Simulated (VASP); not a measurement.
Set up this calculation in VASP 6.6.1, as the native input.

| Quantity | Value |
| --- | --- |
| Task | relaxation of cell and atoms |
| Functional | PBE |
| Potentials or basis | VASP PAW PBE potentials, release 64 (Al, Co) |
| Cutoff | 600 eV |
| k mesh | 20 × 20 × 20 |
| Occupations | gaussian, width 0.1 eV |
| Spin | no spin polarisation |
| Dipole correction | no |
| Further INCAR settings | ALGO = Normal; EDIFF = 1e-07; IBRION = 2; EDIFFG = -0.01; NSW = 100; ISIF = 3 |

The structure of AlCo lies in POSCAR:

```
AlCo
1.0
    2.8522915584      0.0000000000      0.0000000000
    0.0000000000      2.8522915584      0.0000000000
    0.0000000000      0.0000000000      2.8522915584
Al Co
1 1
Direct
    0.5000000000      0.5000000000      0.5000000000
    0.0000000000      0.0000000000      0.0000000000
```

These files were run (other wordings do the same):

INCAR

```
SYSTEM = AlCo
PREC     = Accurate       ! precision mode
ENCUT    = 600            ! plane-wave cutoff, eV
EDIFF    = 1E-7           ! SCF threshold, eV
ISMEAR   = 0              ! smearing method
SIGMA    = 0.1            ! smearing width, eV
LREAL    = .False.        ! projectors in reciprocal space
LASPH    = .True.         ! aspherical terms in the spheres
NELM     = 100            ! most SCF steps
ALGO     = Normal         ! electronic algorithm
ISIF     = 3              ! what is computed and relaxed
LWAVE    = .False.        ! write WAVECAR
LCHARG   = .False.        ! write CHGCAR
GGA      = PE             ! functional
IBRION   = 2              ! ionic algorithm
NSW      = 100            ! ionic steps
EDIFFG   = -0.01          ! ionic threshold
```

KPOINTS

```
regular mesh
0
Gamma
  20 20 20
  0 0 0
```

Potentials or basis: VASP PAW PBE potentials, release 64 (Al, Co).

Launch:

```sh
$ cat potpaw_PBE.64/Al/POTCAR potpaw_PBE.64/Co/POTCAR > POTCAR
$ mpirun -np 1 vasp_std > vasp.out
```

It gave:

| Item | Value |
| --- | --- |
| Relaxed volume | 11.59 Å³/atom |
| Relaxed cell | a = 2.851 Å, b = 2.851 Å, c = 2.851 Å, α = 90.00°, β = 90.00°, γ = 90.00° |
| Space group after relaxing (to 0.1 Å) | Pm-3m (No. 221) |
| Energy gained by relaxing | 0.0 meV/atom |
| Ionic steps | 3 |
| Pressure after relaxing | 0.0 GPa |
| Band gap on the k mesh | zero (bands 6 and 7 overlap by 2.63 eV) |

Caveat: the run has no spin polarisation, though such a crystal can be magnetic.

Wall time 47 s on 1 thread of Intel(R) Xeon(R) 6975P-C (Granite Rapids), with other jobs on the host, peak memory 0.22 GiB.
